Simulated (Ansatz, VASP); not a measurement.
As: VASP beside Ansatz

File INCAR:

```
SYSTEM = As
ALGO = Normal ; EDIFF = 1E-8
ENCUT = 520 ; GGA = PE
GGA_COMPAT = .False. ; ISIF = 2
ISMEAR = -1 ; LASPH = .True.
LCHARG = .False. ; LEFG = .True.
LREAL = .False. ; LWAVE = .False.
NBANDS = 22 ; NELM = 120
PREC = Accurate ; SIGMA = 0.05
```

KPOINTS

```
k-points
0
Gamma
  4 4 4
  0 0 0
```

File POSCAR:

```
As
1.0
    1.8797494575      1.0852738553      3.4857700000
   -1.8797494575      1.0852738553      3.4857700000
    0.0000000000     -2.1705477106      3.4857700000
As
2
Direct
    0.2275400000      0.2275400000      0.2275400000
    0.7724600000      0.7724600000      0.7724600000
```

Input for Ansatz:

```yaml
crystal:
  lattice:
    - [1.8797494575, 1.0852738553, 3.48577]
    - [-1.8797494575, 1.0852738553, 3.48577]
    - [0.0, -2.1705477106, 3.48577]
  atoms:
    - { symbol: As, position: [0.22754, 0.22754, 0.22754] }
    - { symbol: As, position: [0.77246, 0.77246, 0.77246] }
kpoints:
  mp_grid: { grid: [4, 4, 4] }
scf:
  occupations: { method: fermi_dirac, width: 0.05 }
hamiltonian:
  xc: pbe
  pseudopotentials: { kind: paw }
output:
  forces: true
  stress: true
  eigenvalues: true
  efg: { contact_densities: true }
  write_density: true
  write_potential: true
  elf: true
  volumetric_format: npy
```

Alike in both runs: task electric field gradients; functional PBE; k mesh 4 × 4 × 4; occupations fermi-dirac, width 0.05 eV; no spin polarisation.

```csv
,VASP,Ansatz
version,VASP 6.6.1,Ansatz 0.2.0
potentials or method,"VASP PAW PBE potentials, release 64 (As_d)","PAW with Ansatz's default frozen-core files, scalar-relativistic"
plane-wave cutoff (eV),520,420
valence electrons in the cell,30,30
```

|  | VASP | Ansatz | Ansatz less VASP |
| --- | --- | --- | --- |
| pressure (GPa) | 3.7 | 3.6 | -0.12 |
| traceless stress, the component that is largest in VASP (GPa) | -2.78 | -2.75 | +0.031 |
| rms of the force components (eV/Å) | 0.069 | 0.074 | +0.0053 |
| size of Vzz on the site where it differs most (V/Å²) | 37.5 | 39.9 | +2.37 |

Atom by atom the forces differ by 0.005 eV/Å (rms over components). With one functional, cell and mesh, what is left measures potentials, basis and numerics.

The k mesh is coarse, so the values compare programs but aren't converged.
